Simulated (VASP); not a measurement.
# C (P6_3/mmc) in VASP: notebook, part 2 of 2

VASP 6.6.1.

## (4) Single point, r2SCAN (volume scaled by 0.91, then relaxed in part)

The COD entry that gives the cell may itself be a prediction, so a difference from it is no test against experiment.

The input, POSCAR:

```
C
1.0
    2.4344250207      0.0000000000      0.0000000000
   -1.2172125104      2.1082739116      0.0000000000
    0.0000000000      0.0000000000     12.0103254666
C
12
Direct
    0.0000000000      0.0000000000      0.1869290224
    0.0000000000      0.0000000000      0.6869290224
    0.0000000000      0.0000000000      0.3130709776
    0.0000000000      0.0000000000      0.8130709776
    0.3333333333      0.6666666667      0.5207788448
    0.6666666667      0.3333333333      0.0207788448
    0.3333333333      0.6666666667      0.9792211552
    0.6666666667      0.3333333333      0.4792211552
    0.3333333333      0.6666666667      0.6450463545
    0.6666666667      0.3333333333      0.1450463545
    0.3333333333      0.6666666667      0.8549536455
    0.6666666667      0.3333333333      0.3549536455
```

The input, INCAR.step1:

```
SYSTEM = C
  ALGO = Normal
  EDIFF = 1E-4
  ENCUT = 520
  GGA = PE
  ISMEAR = 0
  LASPH = .TRUE.
  LCHARG = .FALSE.
  LREAL = .FALSE.
  LWAVE = .TRUE.
  NBANDS = 36
  NELM = 100
  PREC = Accurate
  SIGMA = 0.02
```

The input, INCAR.step2:

```
SYSTEM = C
  ALGO = Normal
  EDIFF = 1E-6
  ENCUT = 520
  ISIF = 2
  ISMEAR = 0
  ISTART = 1
  LASPH = .TRUE.
  LCHARG = .TRUE.
  LELF = .TRUE.
  LMIXTAU = .TRUE.
  LREAL = .FALSE.
  LVHAR = .TRUE.
  LWAVE = .FALSE.
  METAGGA = R2SCAN
  NBANDS = 36
  NELM = 100
  PREC = Accurate
  SIGMA = 0.02
```

The input, KPOINTS:

```
k-points
0
G
  12 12 2
  0 0 0
```

Potentials or basis: VASP PAW PBE potentials, release 64 (C).

The run is started by

```console
cat potpaw_PBE.64/C/POTCAR > POTCAR
cp INCAR.step1 INCAR
mpirun -np 1 vasp_std > vasp.out
cp INCAR.step2 INCAR
mpirun -np 1 vasp_std > vasp.out
```

OUTCAR:

```text
SYSTEM = C
   EDIFF = 1E-6
   ENCUT = 520
   ISIF = 2
   ISMEAR = 0
   ISTART = 1
   LASPH = .TRUE.
   LREAL = .FALSE.
   METAGGA = R2SCAN
   NELM = 100
   PREC = Accurate

 ion  position               nearest neighbor table
   1  0.000  0.000  0.187-  10 1.49  10 1.49  10 1.49   3 1.52
   2  0.000  0.000  0.687-   9 1.49   9 1.49   9 1.49   4 1.52
   3  0.000  0.000  0.313-  12 1.49  12 1.49  12 1.49   1 1.52
   4  0.000  0.000  0.813-  11 1.49  11 1.49  11 1.49   2 1.52
   5  0.333  0.667  0.521-   8 1.49   8 1.49   8 1.49   9 1.49
   6  0.667  0.333  0.021-   7 1.49   7 1.49   7 1.49  10 1.49
   7  0.333  0.667  0.979-   6 1.49   6 1.49   6 1.49  11 1.49
   8  0.667  0.333  0.479-   5 1.49   5 1.49   5 1.49  12 1.49
   9  0.333  0.667  0.645-   5 1.49   2 1.49   2 1.49   2 1.49
  10  0.667  0.333  0.145-   6 1.49   1 1.49   1 1.49   1 1.49
  11  0.333  0.667  0.855-   7 1.49   4 1.49   4 1.49   4 1.49
  12  0.667  0.333  0.355-   8 1.49   3 1.49   3 1.49   3 1.49

  LATTYP: Found a hexagonal cell.
 ALAT       =     2.4344250207
 C/A-ratio  =     4.9335368165

  Lattice vectors:

[... 206 lines left out ...]

 k-point     1 :       0.0000    0.0000    0.0000
  band No.  band energies     occupation
      1     -12.9189      2.00000
      2     -12.1110      2.00000
      3     -12.0278      2.00000
      4      -9.6034      2.00000
      5      -9.5412      2.00000
      6      -6.4518      2.00000
[... 925 lines left out ...]
     35      21.9790      0.00000
     36      21.9790      0.00000

 [... further k-points ...]
[... 5 lines left out ...]
  --------------------------------------------------------------------------------------
  -------------------------------------------------------------------------------------
  Total       20.0120742     20.0120742     20.0036666     -0.0000000      0.0000000      0.0000000
  in kB      520.1450534    520.1450534    519.9265259     -0.0000000      0.0000000      0.0000000
  external PRESSURE =     520.0722109 kB  Pullay stress =       0.0000000 kB

 VOLUME and BASIS-vectors are now :
 -----------------------------------------------------------------------------
  energy-cutoff  :      520.00
  volume of cell :       61.64
      direct lattice vectors                 reciprocal lattice vectors
     2.434425021  0.000000000  0.000000000     0.410774615  0.237160834  0.000000000
    -1.217212510  2.108273912  0.000000000     0.000000000  0.474321669  0.000000000
     0.000000000  0.000000000 12.010325467     0.000000000  0.000000000  0.083261690

 POSITION                                       TOTAL-FORCE (eV/Angst)
 -----------------------------------------------------------------------------------
      0.00000      0.00000      2.24508        -0.000000      0.000000      0.006450
      0.00000      0.00000      8.25024         0.000000      0.000000      0.006450
      0.00000      0.00000      3.76008         0.000000     -0.000000     -0.006450
      0.00000      0.00000      9.76525         0.000000      0.000000     -0.006450
     -0.00000      1.40552      6.25472        -0.000000      0.000000      0.001165
      1.21721      0.70276      0.24956         0.000000     -0.000000      0.001165
     -0.00000      1.40552     11.76076        -0.000000      0.000000     -0.001165
      1.21721      0.70276      5.75560         0.000000     -0.000000     -0.001165
     -0.00000      1.40552      7.74722         0.000000     -0.000000     -0.004009
      1.21721      0.70276      1.74205         0.000000      0.000000     -0.004009
     -0.00000      1.40552     10.26827        -0.000000     -0.000000      0.004009
      1.21721      0.70276      4.26311         0.000000      0.000000      0.004009
 -----------------------------------------------------------------------------------
    total drift:                               -0.000000      0.000000     -0.000000

  FREE ENERGIE OF THE ION-ELECTRON SYSTEM (eV)
  ---------------------------------------------------
  free  energy   TOTEN  =      -116.9073458215 eV

  energy  without entropy=     -116.9073458215  energy(sigma->0) =     -116.90734582
```

Run time: 5.2 min. Hardware: 1 thread of Intel Xeon Platinum 8259CL at 2.50GHz (Skylake/Cascade Lake), shared host; peak memory 0.2 GiB.

Results:

```yaml
Free_energy: -116.9073 eV
Pressure: 52.0 GPa
Largest_force: 0.006 eV/Å
Band_gap_on_the_k_mesh: 4.92 eV, indirect (least direct gap 5.84 eV)
```

Forces in eV/Å, atoms in the order of the input:
```
C    0.000  0.000  0.006
C    0.000  0.000  0.006
C    0.000  0.000 -0.006
C    0.000  0.000 -0.006
C    0.000  0.000  0.001
C    0.000  0.000  0.001
C    0.000  0.000 -0.001
C    0.000  0.000 -0.001
C    0.000  0.000 -0.004
C    0.000  0.000 -0.004
C    0.000  0.000  0.004
C    0.000  0.000  0.004
```

Caveat: the PAW data sets were made with another functional, which shifts forces and pressure a little.

## (5) Single point, r2SCAN (volume scaled by 0.94, then relaxed in part)

The input, POSCAR:

```
C
1.0
    2.4609766304      0.0000000000      0.0000000000
   -1.2304883152      2.1312682800      0.0000000000
    0.0000000000      0.0000000000     12.1400105598
C
12
Direct
    0.0000000000      0.0000000000      0.1868986234
    0.0000000000      0.0000000000      0.6868986234
    0.0000000000      0.0000000000      0.3131013766
    0.0000000000      0.0000000000      0.8131013766
    0.3333333333      0.6666666667      0.5207734021
    0.6666666667      0.3333333333      0.0207734021
    0.3333333333      0.6666666667      0.9792265979
    0.6666666667      0.3333333333      0.4792265979
    0.3333333333      0.6666666667      0.6450538330
    0.6666666667      0.3333333333      0.1450538330
    0.3333333333      0.6666666667      0.8549461670
    0.6666666667      0.3333333333      0.3549461670
```

The input, INCAR.step1:

```
SYSTEM = C
PREC     = Accurate       ! precision mode
ENCUT    = 520            ! plane-wave cutoff, eV
ISMEAR   = 0              ! smearing method
SIGMA    = 0.02           ! smearing width, eV
LREAL    = .False.        ! projectors in reciprocal space
LASPH    = .True.         ! aspherical terms in the spheres
NELM     = 60             ! most SCF steps
NBANDS   = 36             ! bands
GGA      = PE             ! functional
ALGO     = Normal         ! electronic algorithm
EDIFF    = 1E-4           ! SCF threshold, eV
LWAVE    = .True.         ! write WAVECAR
LCHARG   = .False.        ! write CHGCAR
```

The input, INCAR.step2:

```
SYSTEM = C
PREC     = Accurate       ! precision mode
ENCUT    = 520            ! plane-wave cutoff, eV
EDIFF    = 1E-6           ! SCF threshold, eV
ISMEAR   = 0              ! smearing method
SIGMA    = 0.02           ! smearing width, eV
LREAL    = .False.        ! projectors in reciprocal space
LASPH    = .True.         ! aspherical terms in the spheres
NELM     = 60             ! most SCF steps
ALGO     = Normal         ! electronic algorithm
ISIF     = 2              ! what is computed and relaxed
LWAVE    = .False.        ! write WAVECAR
LCHARG   = .True.         ! write CHGCAR
METAGGA  = R2SCAN         ! meta-GGA
LMIXTAU  = .True.       
LELF     = .True.         ! ELF
LVHAR    = .True.       
NBANDS   = 36             ! bands
ISTART   = 1
```

The input, KPOINTS:

```
regular mesh
0
Gamma
  12 12 2
  0 0 0
```

The run is started by

```console
cat potpaw_PBE.64/C/POTCAR > POTCAR
cp INCAR.step1 INCAR
mpirun -np 1 vasp_std > vasp.out
cp INCAR.step2 INCAR
mpirun -np 1 vasp_std > vasp.out
```

It took 4.4 min on 1 thread of Intel Xeon Platinum 8259CL at 2.50GHz (Skylake/Cascade Lake), shared host; peak memory 0.2 GiB.

Results (log left out):

| Property | Result |
| --- | --- |
| Free energy | -117.4453 eV |
| Pressure | 32.6 GPa |
| Largest force | 0.006 eV/Å |
| Band gap on the k mesh | 4.83 eV, indirect (least direct gap 5.77 eV) |

Forces on the atoms (eV/Å):
```
C    0.000  0.000  0.006
C    0.000  0.000  0.006
C    0.000  0.000 -0.006
C    0.000  0.000 -0.006
C    0.000  0.000  0.001
C    0.000  0.000  0.001
C    0.000  0.000 -0.001
C    0.000  0.000 -0.001
C    0.000  0.000 -0.004
C    0.000  0.000 -0.004
C    0.000  0.000  0.004
C    0.000  0.000  0.004
```

Levels at points of the mesh, in eV from the valence-band top:
| k point | band 20 | band 21 | band 22 | band 23 | band 24 | band 25 | band 26 | band 27 | band 28 | band 29 |
| --- | --- | --- | --- | --- | --- | --- | --- | --- | --- | --- |
| (0.00, 0.00, 0.00) | -1.11 | -1.11 | -0.19 | 0.00 | 0.00 | 5.77 | 5.77 | 5.93 | 7.00 | 7.00 |
| (0.50, 0.00, 0.00) | -4.93 | -4.61 | -4.56 | -4.09 | -3.29 | 5.01 | 5.66 | 5.71 | 6.06 | 7.26 |
| (0.00, 0.00, 0.50) | -1.57 | -0.37 | -0.37 | -0.37 | -0.37 | 6.21 | 6.21 | 6.21 | 6.21 | 6.76 |
| (0.50, 0.00, 0.50) | -5.59 | -4.27 | -4.27 | -3.68 | -3.68 | 5.19 | 5.19 | 6.34 | 6.34 | 6.55 |

Caveat: the PAW data sets were made with another functional, which shifts forces and pressure a little. A k mesh can miss the band edges.

## (6) Single point, r2SCAN (volume scaled by 0.97, then relaxed in part)

The input, POSCAR:

```
C
1.0
    2.4869429916      0.0000000000      0.0000000000
   -1.2434714958      2.1537558085      0.0000000000
    0.0000000000      0.0000000000     12.2672231192
C
12
Direct
    0.0000000000      0.0000000000      0.1868655567
    0.0000000000      0.0000000000      0.6868655567
    0.0000000000      0.0000000000      0.3131344433
    0.0000000000      0.0000000000      0.8131344433
    0.3333333333      0.6666666667      0.5207683220
    0.6666666667      0.3333333333      0.0207683220
    0.3333333333      0.6666666667      0.9792316780
    0.6666666667      0.3333333333      0.4792316780
    0.3333333333      0.6666666667      0.6450586144
    0.6666666667      0.3333333333      0.1450586144
    0.3333333333      0.6666666667      0.8549413856
    0.6666666667      0.3333333333      0.3549413856
```

The input, INCAR.step1:

```
SYSTEM = C
PREC = Accurate
ENCUT = 520
ISMEAR = 0
SIGMA = 0.02
LREAL = .FALSE.
LASPH = .TRUE.
NELM = 80
NBANDS = 36
GGA = PE
ALGO = Normal
EDIFF = 1E-4
LWAVE = .TRUE.
LCHARG = .FALSE.
```

The input, INCAR.step2:

```
SYSTEM = C
PREC = Accurate
ENCUT = 520
EDIFF = 1E-6
ISMEAR = 0
SIGMA = 0.02
LREAL = .FALSE.
LASPH = .TRUE.
NELM = 80
ALGO = Normal
ISIF = 2
LWAVE = .FALSE.
LCHARG = .TRUE.
METAGGA = R2SCAN
LMIXTAU = .TRUE.
LELF = .TRUE.
LVHAR = .TRUE.
NBANDS = 36
ISTART = 1
```

The input, KPOINTS:

```
Automatic mesh
0
G
  12 12 2
  0 0 0
```

Potentials or basis: VASP PAW PBE potentials, release 64 (C).

The run is started by

```console
cat potpaw_PBE.64/C/POTCAR > POTCAR
cp INCAR.step1 INCAR
mpirun -np 1 vasp_std > vasp.out
cp INCAR.step2 INCAR
mpirun -np 1 vasp_std > vasp.out
```

Run time: 4.5 min. Hardware: 1 thread of Intel Xeon Platinum 8259CL at 2.50GHz (Skylake/Cascade Lake), shared host; peak memory 0.2 GiB.

The run converged. Its results:

```yaml
Free_energy: -117.7538 eV
Pressure: 15.7 GPa
Largest_force: 0.007 eV/Å
Band_gap_on_the_k_mesh: 4.74 eV, indirect (least direct gap 5.70 eV)
```

Forces in eV/Å, atoms in the order of the input:
```
C    0.000  0.000  0.007
C    0.000  0.000  0.007
C    0.000  0.000 -0.007
C    0.000  0.000 -0.007
C    0.000  0.000  0.000
C    0.000  0.000  0.000
C    0.000  0.000  0.000
C    0.000  0.000  0.000
C    0.000  0.000 -0.003
C    0.000  0.000 -0.003
C    0.000  0.000  0.003
C    0.000  0.000  0.003
```

Levels at points of the mesh, in eV from the valence-band top:
```tsv
k point	band 22	band 23	band 24	band 25	band 26	band 27
(0.00, 0.00, 0.00)	-0.17	0.00	0.00	5.70	5.70	5.85
(0.50, 0.00, 0.00)	-4.42	-3.96	-3.20	4.94	5.58	5.63
(0.00, 0.00, 0.50)	-0.36	-0.36	-0.36	6.13	6.13	6.13
(0.50, 0.00, 0.50)	-4.14	-3.57	-3.57	5.12	5.12	6.23
```

Caveat: the PAW data sets were made with another functional, which shifts forces and pressure a little. A k mesh can miss the band edges.

## (7) Overview

| task | cell | cutoff (eV) | gap on the mesh (eV) | pressure (GPa) | largest force (eV/Å) |
| --- | --- | --- | --- | --- | --- |
| relaxation of cell and atoms | relaxed from a = 2.522, b = 2.522, c = 12.356 Å, angles 90.0, 90.0, 120.0°, 12 atoms | 600 | 4.66 | 0.0 | - |
| single point | a = 2.407, b = 2.407, c = 11.878 Å, angles 90.0, 90.0, 120.0°, 12 atoms | 520 | 5.01 | 74.4 | 0.01 |
| single point | a = 2.434, b = 2.434, c = 12.010 Å, angles 90.0, 90.0, 120.0°, 12 atoms | 520 | 4.92 | 52.0 | 0.01 |
| single point | a = 2.461, b = 2.461, c = 12.140 Å, angles 90.0, 90.0, 120.0°, 12 atoms | 520 | 4.83 | 32.6 | 0.01 |
| single point | a = 2.487, b = 2.487, c = 12.267 Å, angles 90.0, 90.0, 120.0°, 12 atoms | 520 | 4.74 | 15.7 | 0.01 |

Alike in all rows: level r2SCAN; potentials or basis VASP PAW PBE potentials, release 64 (C); no spin polarisation; k mesh 12 × 12 × 2; smearing gaussian 0.02 eV.

Caveats: the PAW data sets were made with another functional, which shifts forces and pressure a little.

Total energies depend on the potentials used, so only differences within one code and one set of settings carry meaning.
